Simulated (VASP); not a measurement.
Input of a VASP 6.6.1 run:

Contents of POSCAR:

```
TiO
1.0
    0.0000000000      2.3051679792      2.3051679792
    2.3051679792      0.0000000000      2.3051679792
    2.3051679792      2.3051679792      0.0000000000
Ti O
1 1
Direct
    0.0000000000      0.0000000000      0.0000000000
    0.2500000000      0.2500000000      0.2500000000
```

The input INCAR.step1:

```
PREC = Accurate
ENCUT = 520
ISMEAR = 0
SIGMA = 0.1
LREAL = F
LASPH = T
NELM = 150
ISPIN = 2
MAGMOM = 0.5 0
LMAXMIX = 4
NBANDS = 20
GGA = PE
ALGO = Normal
EDIFF = 1E-4
LWAVE = T
LCHARG = F
```

The input INCAR.step2:

```
PREC = Accurate
ENCUT = 520
EDIFF = 1E-6
ISMEAR = 0
SIGMA = 0.1
LREAL = F
LASPH = T
NELM = 150
ALGO = Normal
ISIF = 2
LWAVE = F
LCHARG = T
ISPIN = 2
MAGMOM = 0.5 0
LORBIT = 11
LMAXMIX = 4
METAGGA = R2SCAN
LMIXTAU = T
LELF = T
LVHAR = T
NBANDS = 20
ISTART = 1
```

Contents of KPOINTS:

```
regular mesh
0
Gamma
  16 16 16
```

Potentials or basis: VASP PAW PBE potentials, release 64 (Ti_sv, O).

Command:

```sh
$ cat potpaw_PBE.64/Ti_sv/POTCAR potpaw_PBE.64/O/POTCAR > POTCAR
$ cp INCAR.step1 INCAR
$ mpirun -np 1 vasp_std > vasp.out
$ cp INCAR.step2 INCAR
$ mpirun -np 1 vasp_std > vasp.out
```

Task: What does it give for the net moment?

Result: -0.31 μB per cell.

Task: What does it give for the pressure?

Result: 1.2 GPa.

Caveat: a moment this small can come from the mesh or the smearing; the PAW data sets were made with another functional, which shifts forces and pressure a little.
